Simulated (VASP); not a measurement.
# LiCl (Fm-3m) in VASP: a series of runs

The runs below take LiCl through single point, with PBEsol, PBE.

All numbers are computed with VASP 6.6.1; they aren't measurements. Logs are shortened: lines on timing, memory, paths and dates and some standing lists are left out, and cuts for length are marked.

### 1 The cell of the first run

It takes space group Fm-3m (No. 225, cubic). Conventional cell: a = 5.064 Å, b = 5.064 Å, c = 5.064 Å, α = 90.00°, β = 90.00°, γ = 90.00°. Within 3.3 Å of Li (site symmetry m-3m) lie 6 Cl at 2.53 Å. Within 3.3 Å of Cl (site symmetry m-3m) lie 6 Li at 2.53 Å.

### 2 Single point, PBEsol

INCAR reads:

```
SYSTEM = LiCl
  PREC = Accurate
  ENCUT = 520
  EDIFF = 1E-7
  ISMEAR = -1
  SIGMA = 0.02
  LREAL = .FALSE.
  LASPH = .TRUE.
  NELM = 100
  ALGO = Normal
  ISIF = 2
  LWAVE = .FALSE.
  LCHARG = .FALSE.
  GGA = PS
  NBANDS = 12
```

KPOINTS reads:

```
Automatic mesh
0
G
  8 8 8
  0 0 0
```

POSCAR reads:

```
LiCl
1.0
    0.0000000000      2.5321653157      2.5321653157
    2.5321653157      0.0000000000      2.5321653157
    2.5321653157      2.5321653157      0.0000000000
Li Cl
1 1
Direct
    0.0000000000      0.0000000000      0.0000000000
    0.5000000000      0.5000000000      0.5000000000
```

Potentials or basis: VASP PAW PBE potentials, release 64 (Li_sv, Cl).

Command:

```console
cat potpaw_PBE.64/Li_sv/POTCAR potpaw_PBE.64/Cl/POTCAR > POTCAR
mpirun -np 1 vasp_std > vasp.out
```

OUTCAR:

```text
SYSTEM = LiCl
   PREC = Accurate
   ENCUT = 520
   EDIFF = 1E-7
   ISMEAR = -1
   LREAL = .FALSE.
   LASPH = .TRUE.
   NELM = 100
   ISIF = 2
   GGA = PS

 ion  position               nearest neighbor table
   1  0.000  0.000  0.000-   2 2.53   2 2.53   2 2.53   2 2.53   2 2.53   2 2.53
   2  0.500  0.500  0.500-   1 2.53   1 2.53   1 2.53   1 2.53   1 2.53   1 2.53

  LATTYP: Found a face centered cubic cell.
 ALAT       =     5.0643306314

  Lattice vectors:

 A1 = (   0.0000000000,   2.5321653157,   2.5321653157)
 A2 = (   2.5321653157,   0.0000000000,   2.5321653157)
 A3 = (   2.5321653157,   2.5321653157,   0.0000000000)

Analysis of symmetry for initial positions (statically):
=====================================================================
 Subroutine PRICEL returns:
 Original cell was already a primitive cell.

 Routine SETGRP: Setting up the symmetry group for a
 face centered cubic supercell.

 Subroutine GETGRP returns: Found 48 space group operations
 (whereof 48 operations were pure point group operations)
 out of a pool of 48 trial point group operations.

The static configuration has the point symmetry O_h .

Analysis of symmetry for dynamics (positions and initial velocities):
=====================================================================
 Subroutine PRICEL returns:
 Original cell was already a primitive cell.

 Routine SETGRP: Setting up the symmetry group for a
 face centered cubic supercell.

 Subroutine GETGRP returns: Found 48 space group operations
 (whereof 48 operations were pure point group operations)
 out of a pool of 48 trial point group operations.

The dynamic configuration has the point symmetry O_h .

 Subroutine INISYM returns: Found 48 space group operations
 (whereof 48 operations are pure point group operations),
 and found     1 'primitive' translations

----------------------------------------------------------------------------------------

                                     Primitive cell

  volume of cell :      32.4718

  direct lattice vectors                    reciprocal lattice vectors
     0.000000000  2.532165316  2.532165316    -0.197459462  0.197459462  0.197459462
     2.532165316  0.000000000  2.532165316     0.197459462 -0.197459462  0.197459462
     2.532165316  2.532165316  0.000000000     0.197459462  0.197459462 -0.197459462

  length of vectors
     3.581022532  3.581022532  3.581022532     0.342009820  0.342009820  0.342009820

  position of ions in fractional coordinates (direct lattice)
     0.000000000  0.000000000  0.000000000
     0.500000000  0.500000000  0.500000000

  ion indices of the primitive-cell ions
   primitive index   ion index
                 1           1
                 2           2

----------------------------------------------------------------------------------------

 KPOINTS: Automatic mesh

Automatic generation of k-mesh.
 Grid dimensions read from file:
 generate k-points for:    8    8    8

 Generating k-lattice:

  Cartesian coordinates                     Fractional coordinates (reciprocal lattice)
    -0.024682433  0.024682433  0.024682433     0.125000000  0.000000000  0.000000000
     0.024682433 -0.024682433  0.024682433     0.000000000  0.125000000  0.000000000
     0.024682433  0.024682433 -0.024682433     0.000000000  0.000000000  0.125000000

  Length of vectors
     0.042751227  0.042751227  0.042751227

  Shift w.r.t. Gamma in fractional coordinates (k-lattice)
     0.000000000  0.000000000  0.000000000

 Subroutine IBZKPT returns following result:
 ===========================================

 Found     29 irreducible k-points:

 Following reciprocal coordinates:
            Coordinates               Weight
  0.000000  0.000000  0.000000      1.000000
  0.125000  0.000000  0.000000      8.000000
  0.250000  0.000000  0.000000      8.000000
  0.375000  0.000000  0.000000      8.000000
  0.500000  0.000000  0.000000      4.000000
  0.125000  0.125000  0.000000      6.000000
[... 16 lines left out ...]
  0.500000  0.250000  0.125000     48.000000
 -0.375000  0.250000  0.125000     24.000000
 [... further k-points ...]
   k-points           NKPTS =     29   k-points in BZ     NKDIM =     29   number of bands    NBANDS=     12
   number of dos      NEDOS =    301   number of ions     NIONS =      2
   total plane-waves  NPLWV =  21952
   dimension x,y,z NGX =    28 NGY =   28 NGZ =   28
   dimension x,y,z NGXF=    56 NGYF=   56 NGZF=   56
   ions per type =               1   1
   NGX,Y,Z   is equivalent  to a cutoff of  13.00, 13.00, 13.00 a.u.
   NGXF,Y,Z  is equivalent  to a cutoff of  26.00, 26.00, 26.00 a.u.
 SYSTEM =  LiCl
   PREC   = accura    normal or accurate (medium, high low for compatibility)
   ISTART =      0    job   : 0-new  1-cont  2-samecut
   ICHARG =      2    charge: 1-file 2-atom 10-const
   ISPIN  =      1    spin polarized calculation?
   LNONCOLLINEAR =      F non collinear calculations
   LSORBIT =      F    spin-orbit coupling
   LASPH  =      T    aspherical Exc in radial PAW
   ENCUT  =  520.0 eV  38.22 Ry    6.18 a.u.   6.66  6.66  6.66*2*pi/ulx,y,z
   NELM   =    100;   NELMIN=  2; NELMDL= -5     # of ELM steps
   EDIFF  = 0.1E-06   stopping-criterion for ELM
   LREAL  =      F    real-space projection
   EDIFFG = 0.1E-05   stopping-criterion for IOM
   NSW    =      0    number of steps for IOM
   IBRION =     -1    ionic relax: 0-MD 1-quasi-New 2-CG
   NFREE  =      0    steps in history (QN), initial steepest desc. (CG)
   ISIF   =      2    stress and relaxation
   ISYM   =      2    0-nonsym 1-usesym 2-fastsym
   POTIM  = 0.5000    time-step for ionic-motion
   TEBEG  =    0.0;   TEEND  =   0.0 temperature during run
   PSTRESS=    0.0 pullay stress
   NELECT =      10.0000    total number of electrons
   NUPDOWN=      -1.0000    fix difference up-down
   EMIN   =  10.00;   EMAX   =-10.00  energy-range for DOS
   EFERMI =   0.00;   METHOD = LEGACY
   ISMEAR =    -1;   SIGMA  =   0.02  broadening in eV -4-tet -1-fermi 0-gaus
   EFERMI_NEDOS =   21; number of points for ismear=-14 and -15
   IALGO  =     38    algorithm
   IMIX   =      4    mixing-type and parameters
     AMIX     =   0.40;   BMIX     =  1.00
     AMIX_MAG =   1.60;   BMIX_MAG =  1.00
  volume/ion in A,a.u.               =      16.24       109.57
  Fermi-wavevector in a.u.,A,eV,Ry     =   1.105536  2.089160 16.629166  1.222209
  Thomas-Fermi vector in A             =   2.242024
   LORBIT       =      0    0 simple, 1 ext, 2 COOP (PROOUT), +10 PAW based schemes
   GGA     = PS    functional components
   LHFCALC =     F    Hartree Fock is set to
   AEXX    =    0.0000 exact exchange contribution
   IVDW    =     0    specifies the selected vdW correction
   LEPSILON=     F    determine dielectric tensor
   LRPA    =     F    only Hartree local field effects (RPA)
 non-spin polarized calculation
  energy-cutoff  :      520.00
  volume of cell :       32.47
 maximum number of plane-waves:       893
   NGX = 13   NGY = 13   NGZ = 13

 number of electron      10.0000000 magnetization

 number of electron       9.9999997 magnetization

 Free energy of the ion-electron system (eV)
  ---------------------------------------------------
  ext. energy  EPLUGINS =         0.00000000
  ---------------------------------------------------
  free energy    TOTEN  =        -7.63913795 eV

  energy without entropy =       -7.63913795  energy(sigma->0) =       -7.63913795

 E-fermi :   1.3700     XC(G=0):  -9.0784

 val. band max:        0.8299166147   @ k =   0.0000   0.0000   0.0000
 cond. band min:       7.1895933725   @ k =   0.0000   0.0000   0.0000
 fundamental gap:      6.3596767577
 Fermi energy:         1.3699822741

 k-point     1 :       0.0000    0.0000    0.0000
  band No.  band energies     occupation
      1     -41.9237      2.00000
      2     -12.7032      2.00000
      3       0.8299      2.00000
      4       0.8299      2.00000
      5       0.8299      2.00000
      6       7.1896      0.00000
      7      12.6721      0.00000
      8      12.6721      0.00000
      9      12.6721      0.00000
     10      15.4679      0.00000
     11      15.4679      0.00000
     12      15.4939      0.00000

 k-point     2 :       0.1250    0.0000    0.0000
  band No.  band energies     occupation
      1     -41.9232      2.00000
      2     -12.6199      2.00000
      3       0.2600      2.00000
      4       0.7848      2.00000
      5       0.7848      2.00000
      6       7.6594      0.00000
      7      11.8824      0.00000
      8      12.6056      0.00000
      9      12.6056      0.00000
     10      13.9331      0.00000
     11      13.9331      0.00000
     12      15.9160      0.00000

 k-point     3 :       0.2500    0.0000    0.0000
  band No.  band energies     occupation
      1     -41.9218      2.00000
      2     -12.4066      2.00000
      3      -0.8747      2.00000
      4       0.6822      2.00000
      5       0.6822      2.00000
      6       8.0045      0.00000
      7      11.4654      0.00000
      8      11.4655      0.00000
      9      11.8267      0.00000
     10      14.7830      0.00000
     11      14.7830      0.00000
     12      16.4880      0.00000
[... 286 lines left out ...]
 k-point    23 :       0.5000    0.2500    0.1250
  band No.  band energies     occupation
      1     -41.9198      2.00000
      2     -12.0278      2.00000
      3      -1.6688      2.00000
      4      -0.4946      2.00000
      5       0.2932      2.00000
      6       9.1534      0.00000
      7      10.1557      0.00000
      8      11.1491      0.00000
      9      12.2953      0.00000
     10      15.3223      0.00000
     11      18.5034      0.00000
     12      18.9016      0.00000

 k-point    24 :      -0.3750    0.2500    0.1250
  band No.  band energies     occupation
      1     -41.9193      2.00000
      2     -11.9387      2.00000
      3      -1.9215      2.00000
      4      -0.5989      2.00000
      5       0.1976      2.00000
      6       8.9514      0.00000
      7      10.1039      0.00000
      8      11.3634      0.00000
      9      12.6953      0.00000
     10      16.4311      0.00000
     11      17.1196      0.00000
     12      19.2342      0.00000

 [... further k-points ...]
[... 5 lines left out ...]
  --------------------------------------------------------------------------------------
  -------------------------------------------------------------------------------------
  Total       -0.0158716     -0.0158716     -0.0158716      0.0000000      0.0000000      0.0000000
  in kB       -0.7831162     -0.7831162     -0.7831162      0.0000000      0.0000000      0.0000000
  external PRESSURE =      -0.7831162 kB  Pullay stress =       0.0000000 kB

 VOLUME and BASIS-vectors are now :
 -----------------------------------------------------------------------------
  energy-cutoff  :      520.00
  volume of cell :       32.47
      direct lattice vectors                 reciprocal lattice vectors
     0.000000000  2.532165316  2.532165316    -0.197459462  0.197459462  0.197459462
     2.532165316  0.000000000  2.532165316     0.197459462 -0.197459462  0.197459462
     2.532165316  2.532165316  0.000000000     0.197459462  0.197459462 -0.197459462

 POSITION                                       TOTAL-FORCE (eV/Angst)
 -----------------------------------------------------------------------------------
      0.00000      0.00000      0.00000        -0.000000     -0.000000      0.000000
      2.53217      2.53217      2.53217         0.000000      0.000000     -0.000000
 -----------------------------------------------------------------------------------
    total drift:                                0.000000      0.000000      0.000000

  FREE ENERGIE OF THE ION-ELECTRON SYSTEM (eV)
  ---------------------------------------------------
  free  energy   TOTEN  =        -7.6391379501 eV

  energy  without entropy=       -7.6391379501  energy(sigma->0) =       -7.63913795
```

Run time: 6.1 s. Hardware: 1 thread of AMD EPYC 9R45 (Zen 5), shared host; peak memory 0.12 GiB.

What came out:

| Quantity | Value |
| --- | --- |
| Free energy | -7.6391 eV |
| Band gap on the k mesh | 6.36 eV, direct |

Caveat: the cutoff is under 1.25 times the usual one of these potentials, so pressure, stress and relaxed cells hold a basis-set (Pulay) error; the PAW data sets were made with another functional, which shifts forces and pressure a little. PBEsol gaps usually lie below the measured ones, often by a third to a half.

### 3 Single point, PBE

This run uses another cell than the first one, of 17.08 Å³/atom, 1.052 times its volume.

INCAR reads:

```
PREC     = Accurate       # precision mode
ENCUT    = 520            # plane-wave cutoff, eV
EDIFF    = 1E-7           # SCF threshold, eV
ISMEAR   = -1             # smearing method
SIGMA    = 0.02           # smearing width, eV
LREAL    = False          # projectors in reciprocal space
LASPH    = True           # aspherical terms in the spheres
NELM     = 100            # most SCF steps
ALGO     = Normal         # electronic algorithm
ISIF     = 2              # what is computed and relaxed
LWAVE    = False          # write WAVECAR
LCHARG   = False          # write CHGCAR
GGA      = PE             # functional
NBANDS   = 12             # bands
```

KPOINTS reads:

```
Automatic mesh
0
Gamma
  8 8 8
```

POSCAR reads:

```
LiCl
1.0
    0.0000000000      2.5751358487      2.5751358487
    2.5751358487      0.0000000000      2.5751358487
    2.5751358487      2.5751358487      0.0000000000
Li Cl
1 1
Direct
    0.0000000000      0.0000000000      0.0000000000
    0.5000000000      0.5000000000      0.5000000000
```

Potentials or basis: VASP PAW PBE potentials, release 64 (Li_sv, Cl).

Command:

```console
cat potpaw_PBE.64/Li_sv/POTCAR potpaw_PBE.64/Cl/POTCAR > POTCAR
mpirun -np 1 vasp_std > vasp.out
```

Wall time 7.2 s (1 thread of AMD EPYC 9R45 (Zen 5), shared host); peak memory 0.12 GiB.

Results (log left out):

```yaml
Free_energy: -7.3862 eV
Band_gap_on_the_k_mesh: 6.27 eV, direct
```

Levels at points of the mesh, in eV from the valence-band top:
```
           k point  band 2  band 3  band 4  band 5  band 6  band 7  band 8  band 9
(0.00, 0.00, 0.00)  -13.35    0.00    0.00    0.00    6.27   11.93   11.93   11.93
(0.50, 0.00, 0.00)  -12.80   -2.76   -0.25   -0.25    6.75    9.49    9.49   12.85
(0.50, 0.50, 0.00)  -12.56   -2.84   -1.08   -1.08    7.86    8.31   12.34   14.02
```

Caveat: the cutoff is under 1.25 times the usual one of these potentials, so pressure, stress and relaxed cells hold a basis-set (Pulay) error. A k mesh can miss the band edges.
